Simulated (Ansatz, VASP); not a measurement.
Two plane-wave programs on Ga

File POSCAR:

```
Ga
1.0
    2.6610260726      0.0000000000      0.0000000000
    0.0000000000      2.6610260726      0.0000000000
    0.0000000000      0.0000000000      2.6610260726
Ga
1
Direct
    0.0000000000      0.0000000000      0.0000000000
```

Contents of INCAR.step1:

```
SYSTEM = Ga
  PREC = Accurate
  ENCUT = 520
  EDIFF = 1E-5
  ISMEAR = -1
  SIGMA = 0.05
  LREAL = .FALSE.
  LASPH = .TRUE.
  NELM = 60
  ALGO = Normal
  ISIF = 2
  LWAVE = .TRUE.
  GGA = PE
  NBANDS = 12
```

Contents of INCAR.step2:

```
SYSTEM = Ga
  PREC = Accurate
  ENCUT = 520
  EDIFF = 1E-6
  ISMEAR = -1
  SIGMA = 0.05
  LREAL = .FALSE.
  LASPH = .TRUE.
  NELM = 60
  ALGO = Normal
  ISIF = 2
  LWAVE = .FALSE.
  LCHARG = .TRUE.
  GGA = PE
  LHFCALC = .TRUE.
  AEXX = 0.25
  PRECFOCK = Normal
  LELF = .TRUE.
  LVHAR = .TRUE.
  ISTART = 1
  NBANDS = 12
```

File KPOINTS:

```
regular mesh
0
G
  5 5 5
  0 0 0
```

File input.yaml:

```yaml
crystal:
  lattice:
    - [2.6610260726, 0.0, 0.0]
    - [0.0, 2.6610260726, 0.0]
    - [0.0, 0.0, 2.6610260726]
  atoms:
    - { symbol: Ga, position: [0.0, 0.0, 0.0] }
hamiltonian:
  xc: pbe0
  pseudopotentials: { kind: paw }
kpoints:
  mp_grid: { grid: [5, 5, 5] }
scf:
  occupations: { method: fermi_dirac, width: 0.05 }
output:
  forces: true
  stress: true
  eigenvalues: true
  write_density: true
  write_potential: true
  elf: true
  volumetric_format: npy
```

Alike in both runs: task single point; functional PBE0; k mesh 5 × 5 × 5; occupations fermi-dirac, width 0.05 eV; no spin polarisation.

|  | VASP | Ansatz |
| --- | --- | --- |
| version | VASP 6.6.1 | Ansatz 0.2.0 |
| potentials or method | VASP PAW PBE potentials, release 64 (Ga_d) | Ansatz PAW |
| plane-wave cutoff (eV) | 520 | 420 |
| valence electrons in the cell | 13 | 13 |

Ansatz gave:

| Property | Result |
| --- | --- |
| gap on the k mesh at the Fermi level (eV) | none |
| pressure (GPa) | 1.8 |

Question: Which values does VASP return?

Answer: gap on the k mesh at the Fermi level (eV): none; pressure (GPa): 1.9.

A gap of «none» marks a metal or a gap that the smearing closes.

The k mesh is coarse, so the values compare programs but aren't converged.
